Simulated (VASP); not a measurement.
# CdS (F-43m) in VASP: dielectric tensor with r2SCAN

Aim: the dielectric tensor of CdS with r2SCAN.

All numbers are computed with VASP 6.6.1; they aren't measurements. Logs are shortened: lines on timing, memory, paths and dates and some standing lists are left out, and cuts for length are marked.

### Step 1. The cell of the first run

It takes space group F-43m (No. 216, cubic). Conventional cell: a = 5.878 Å, b = 5.878 Å, c = 5.878 Å, α = 90.00°, β = 90.00°, γ = 90.00°. Within 3.4 Å of Cd (site symmetry -43m) lie 4 S at 2.55 Å. S (site symmetry -43m) has 4 Cd at 2.55 Å within 3.4 Å.

### Step 2. Dielectric tensor, r2SCAN

Input file INCAR:

```
PREC = Accurate
ENCUT = 520
EDIFF = 1E-8
ISMEAR = 0
SIGMA = 0.01
LREAL = False
LASPH = True
NELM = 100
ALGO = Normal
ISIF = 2
LWAVE = False
LCHARG = False
METAGGA = R2SCAN
LMIXTAU = True
LCALCEPS = True
```

Input file KPOINTS:

```
Automatic mesh
0
Gamma
  6 6 6
```

Input file POSCAR:

```
CdS
1.0
    0.0000000000      2.9392146858      2.9392146858
    2.9392146858      0.0000000000      2.9392146858
    2.9392146858      2.9392146858      0.0000000000
Cd S
1 1
Direct
    0.0000000000      0.0000000000      0.0000000000
    0.2500000000      0.2500000000      0.2500000000
```

Potentials or basis: VASP PAW PBE potentials, release 64 (Cd, S).

Launch:

```console
cat potpaw_PBE.64/Cd/POTCAR potpaw_PBE.64/S/POTCAR > POTCAR
mpirun -np 1 vasp_std > vasp.out
```

OUTCAR:

```text
PREC = Accurate
   ENCUT = 520
   EDIFF = 1E-8
   ISMEAR = 0
   LREAL = False
   LASPH = True
   NELM = 100
   ISIF = 2
   METAGGA = R2SCAN

 ion  position               nearest neighbor table
   1  0.000  0.000  0.000-   2 2.55   2 2.55   2 2.55   2 2.55
   2  0.250  0.250  0.250-   1 2.55   1 2.55   1 2.55   1 2.55

  LATTYP: Found a face centered cubic cell.
 ALAT       =     5.8784293716

  Lattice vectors:

 A1 = (   0.0000000000,   2.9392146858,   2.9392146858)
 A2 = (   2.9392146858,   0.0000000000,   2.9392146858)
 A3 = (   2.9392146858,   2.9392146858,   0.0000000000)

Analysis of symmetry for initial positions (statically):
=====================================================================
 Subroutine PRICEL returns:
 Original cell was already a primitive cell.

 Routine SETGRP: Setting up the symmetry group for a
 face centered cubic supercell.

 Subroutine GETGRP returns: Found 24 space group operations
 (whereof 24 operations were pure point group operations)
 out of a pool of 48 trial point group operations.

The static configuration has the point symmetry T_d .

Analysis of symmetry for dynamics (positions and initial velocities):
=====================================================================
 Subroutine PRICEL returns:
 Original cell was already a primitive cell.

 Routine SETGRP: Setting up the symmetry group for a
 face centered cubic supercell.

 Subroutine GETGRP returns: Found 24 space group operations
 (whereof 24 operations were pure point group operations)
 out of a pool of 48 trial point group operations.

The dynamic configuration has the point symmetry T_d .

 Subroutine INISYM returns: Found 24 space group operations
 (whereof 24 operations are pure point group operations),
 and found     1 'primitive' translations

----------------------------------------------------------------------------------------

                                     Primitive cell

  volume of cell :      50.7837

  direct lattice vectors                    reciprocal lattice vectors
     0.000000000  2.939214686  2.939214686    -0.170113467  0.170113467  0.170113467
     2.939214686  0.000000000  2.939214686     0.170113467 -0.170113467  0.170113467
     2.939214686  2.939214686  0.000000000     0.170113467  0.170113467 -0.170113467

  length of vectors
     4.156677271  4.156677271  4.156677271     0.294645168  0.294645168  0.294645168

  position of ions in fractional coordinates (direct lattice)
     0.000000000  0.000000000  0.000000000
     0.250000000  0.250000000  0.250000000

  ion indices of the primitive-cell ions
   primitive index   ion index
                 1           1
                 2           2

----------------------------------------------------------------------------------------

 KPOINTS: Automatic mesh

Automatic generation of k-mesh.
 Grid dimensions read from file:
 generate k-points for:    6    6    6

 Generating k-lattice:

  Cartesian coordinates                     Fractional coordinates (reciprocal lattice)
    -0.028352244  0.028352244  0.028352244     0.166666667  0.000000000  0.000000000
     0.028352244 -0.028352244  0.028352244     0.000000000  0.166666667  0.000000000
     0.028352244  0.028352244 -0.028352244     0.000000000  0.000000000  0.166666667

  Length of vectors
     0.049107528  0.049107528  0.049107528

  Shift w.r.t. Gamma in fractional coordinates (k-lattice)
     0.000000000  0.000000000  0.000000000

 Subroutine IBZKPT returns following result:
 ===========================================

 Found     16 irreducible k-points:

 Following reciprocal coordinates:
            Coordinates               Weight
  0.000000  0.000000  0.000000      1.000000
  0.166667  0.000000  0.000000      8.000000
  0.333333  0.000000  0.000000      8.000000
  0.500000  0.000000  0.000000      4.000000
  0.166667  0.166667  0.000000      6.000000
  0.333333  0.166667  0.000000     24.000000
[... 8 lines left out ...]
 -0.333333  0.333333  0.166667     24.000000
 -0.333333  0.500000  0.166667     12.000000
   k-points           NKPTS =     16   k-points in BZ     NKDIM =     16   number of bands    NBANDS=     13
   number of dos      NEDOS =    301   number of ions     NIONS =      2
   total plane-waves  NPLWV =  32768
   dimension x,y,z NGX =    32 NGY =   32 NGZ =   32
   dimension x,y,z NGXF=    64 NGYF=   64 NGZF=   64
   ions per type =               1   1
   NGX,Y,Z   is equivalent  to a cutoff of  12.80, 12.80, 12.80 a.u.
   NGXF,Y,Z  is equivalent  to a cutoff of  25.60, 25.60, 25.60 a.u.
 SYSTEM =  unknown system
   PREC   = accura    normal or accurate (medium, high low for compatibility)
   ISTART =      0    job   : 0-new  1-cont  2-samecut
   ICHARG =      2    charge: 1-file 2-atom 10-const
   ISPIN  =      1    spin polarized calculation?
   LNONCOLLINEAR =      F non collinear calculations
   LSORBIT =      F    spin-orbit coupling
   LASPH  =      T    aspherical Exc in radial PAW
   ENCUT  =  520.0 eV  38.22 Ry    6.18 a.u.   7.73  7.73  7.73*2*pi/ulx,y,z
   NELM   =    100;   NELMIN=  2; NELMDL= -5     # of ELM steps
   EDIFF  = 0.1E-07   stopping-criterion for ELM
   LREAL  =      F    real-space projection
   EDIFFG = 0.1E-06   stopping-criterion for IOM
   NSW    =      0    number of steps for IOM
   IBRION =     -1    ionic relax: 0-MD 1-quasi-New 2-CG
   NFREE  =      0    steps in history (QN), initial steepest desc. (CG)
   ISIF   =      2    stress and relaxation
   ISYM   =      2    0-nonsym 1-usesym 2-fastsym
   POTIM  = 0.5000    time-step for ionic-motion
   TEBEG  =    0.0;   TEEND  =   0.0 temperature during run
   PSTRESS=    0.0 pullay stress
   NELECT =      18.0000    total number of electrons
   NUPDOWN=      -1.0000    fix difference up-down
   EMIN   =  10.00;   EMAX   =-10.00  energy-range for DOS
   EFERMI =   0.00;   METHOD = LEGACY
   ISMEAR =     0;   SIGMA  =   0.01  broadening in eV -4-tet -1-fermi 0-gaus
   EFERMI_NEDOS =   21; number of points for ismear=-14 and -15
   IALGO  =     38    algorithm
   IMIX   =      4    mixing-type and parameters
     AMIX     =   0.40;   BMIX     =  1.00
     AMIX_MAG =   1.60;   BMIX_MAG =  1.00
  volume/ion in A,a.u.               =      25.39       171.35
  Fermi-wavevector in a.u.,A,eV,Ry     =   1.158576  2.189390 18.263064  1.342297
  Thomas-Fermi vector in A             =   2.295176
   LORBIT       =      0    0 simple, 1 ext, 2 COOP (PROOUT), +10 PAW based schemes
   METAGGA = R2SCAN    functional components
   LHFCALC =     F    Hartree Fock is set to
   AEXX    =    0.0000 exact exchange contribution
   IVDW    =     0    specifies the selected vdW correction
   LEPSILON=     F    determine dielectric tensor
   LRPA    =     F    only Hartree local field effects (RPA)
   LRPA       =     F
 non-spin polarized calculation
 Gauss-broadening in eV      SIGMA  =   0.01
  energy-cutoff  :      520.00
  volume of cell :       50.78
 maximum number of plane-waves:      1381
   NGX = 15   NGY = 15   NGZ = 15

 number of electron      18.0000005 magnetization

 Free energy of the ion-electron system (eV)
  ---------------------------------------------------
  ext. energy  EPLUGINS =         0.00000000
  ---------------------------------------------------
  free energy    TOTEN  =       -29.68448667 eV

  energy without entropy =      -29.68448667  energy(sigma->0) =      -29.68448667

 E-fermi :   0.8958     XC(G=0):  -9.6185

 val. band max:        0.8544227470   @ k =   0.0000   0.0000   0.0000
 cond. band min:   10000.0000000000   @ k =   0.0000   0.0000   0.0000
 fundamental gap:   9999.1455772530
 Fermi energy:         0.8957993715

 k-point     1 :       0.0000    0.0000    0.0000
  band No.  band energies     occupation
      1     -11.8768      2.00000
      2      -7.0338      2.00000
      3      -7.0333      2.00000
      4      -7.0329      2.00000
      5      -6.5529      2.00000
      6      -6.5529      2.00000
      7       0.8539      2.00000
      8       0.8544      2.00000
      9       0.8544      2.00000
     10   10000.0000      0.00000
     11   10000.0000      0.00000
     12   10000.0000      0.00000
     13   10000.0000      0.00000
[... 353 lines left out ...]
 k-point    24 :       0.0000    0.3333    0.1667
  band No.  band energies     occupation
      1     -11.5728      2.00000
      2      -6.9153      2.00000
      3      -6.8845      2.00000
      4      -6.7158      2.00000
      5      -6.5278      2.00000
      6      -6.5136      2.00000
      7      -1.9444      2.00000
      8      -0.1180      2.00000
      9      -0.0798      2.00000
     10   10000.0000      0.00000
     11   10000.0000      0.00000
     12   10000.0000      0.00000
     13   10000.0000      0.00000

 [... further k-points ...]

------------------------ aborting loop because EDIFF is reached ----------------------------------------

            Ionic dipole moment: p[ion]=(     8.81764     8.81764     8.81764 ) |e| Angst

 Total electronic dipole moment: p[elc]=(     0.00710     0.00710     0.01942 ) |e| Angst

 MACROSCOPIC STATIC DIELECTRIC TENSOR (including local field effects)
 ------------------------------------------------------
           5.391835     0.000000    -0.000000
           0.000000     5.391835     0.000000
          -0.000000     0.000000     5.391835
 ------------------------------------------------------

 PIEZOELECTRIC TENSOR (including local field effects) (e Angst)
          XX          YY          ZZ          XY          YZ          ZX
  --------------------------------------------------------------------------------
  x    -0.00000     0.00000     0.00000     0.00000    -1.92153    -0.00000
  y     0.00000     0.00000     0.00000    -0.00000     0.00000    -1.92153
  z    -0.00000    -0.00000     0.00000    -1.92153     0.00000    -0.00000

 PIEZOELECTRIC TENSOR (including local field effects) (C/m^2)
          XX          YY          ZZ          XY          YZ          ZX
  --------------------------------------------------------------------------------
  x    -0.00000     0.00000     0.00000     0.00000    -0.60622    -0.00000
  y     0.00000     0.00000     0.00000    -0.00000     0.00000    -0.60622
  z    -0.00000    -0.00000     0.00000    -0.60622     0.00000    -0.00000

 BORN EFFECTIVE CHARGES (including local field effects) (in |e|, cummulative output)
 ---------------------------------------------------------------------------------
 ion    1
    1     2.19110    -0.00000     0.00000
    2     0.00000     2.19110    -0.00000
    3     0.00000     0.00000     2.19110
 ion    2
    1    -2.19110     0.00000     0.00000
    2     0.00000    -2.19110     0.00000
    3     0.00000     0.00000    -2.19110

  FORCE on cell =-STRESS in cart. coord.  units (eV):
  Direction    XX          YY          ZZ          XY          YZ          ZX
  --------------------------------------------------------------------------------------
  -------------------------------------------------------------------------------------
  Total        0.0929693      0.0929693      0.0929693      0.0000000     -0.0000000      0.0000000
  in kB        2.9330950      2.9330950      2.9330950      0.0000000     -0.0000000      0.0000000
  external PRESSURE =       2.9330950 kB  Pullay stress =       0.0000000 kB

 VOLUME and BASIS-vectors are now :
 -----------------------------------------------------------------------------
  energy-cutoff  :      520.00
  volume of cell :       50.78
      direct lattice vectors                 reciprocal lattice vectors
     0.000000000  2.939214686  2.939214686    -0.170113467  0.170113467  0.170113467
     2.939214686  0.000000000  2.939214686     0.170113467 -0.170113467  0.170113467
     2.939214686  2.939214686  0.000000000     0.170113467  0.170113467 -0.170113467

 POSITION                                       TOTAL-FORCE (eV/Angst)
 -----------------------------------------------------------------------------------
      0.00000      0.00000      0.00000         0.000000      0.000000     -0.000000
      1.46961      1.46961      1.46961        -0.000000     -0.000000      0.000000
 -----------------------------------------------------------------------------------
    total drift:                               -0.000004     -0.000004     -0.000004

  FREE ENERGIE OF THE ION-ELECTRON SYSTEM (eV)
  ---------------------------------------------------
  free  energy   TOTEN  =       -29.6844866708 eV

  energy  without entropy=      -29.6844866708  energy(sigma->0) =      -29.68448667
```

It took 12 min on 1 thread of Intel Xeon 6975P-C (Granite Rapids), shared host; peak memory 0.34 GiB.

What came out:

| Property | Result |
| --- | --- |
| Band gap on the k mesh | 1.54 eV, direct |
| Electronic dielectric tensor (diagonal) | 5.39 |
| Born charges (mean of the diagonal) | Cd +2.19; S -2.19 e |

Electronic dielectric tensor:
```
5.39 0.00 0.00
0.00 5.39 0.00
0.00 0.00 5.39
```

Born effective charge tensors (e):
atom 1, Cd
```
2.19 0.00 0.00
0.00 2.19 0.00
0.00 0.00 2.19
```
atom 2, S
```
-2.19  0.00  0.00
 0.00 -2.19  0.00
 0.00  0.00 -2.19
```

Dipole moments of the cell (e·Å, modulo the quantum): ionic 8.818, 8.818, 8.818; electronic 0.007, 0.007, 0.019

Caveat: the PAW data sets were made with another functional, which shifts forces and pressure a little. r2SCAN opens gaps a little over a GGA but as a rule still falls short of measured ones.
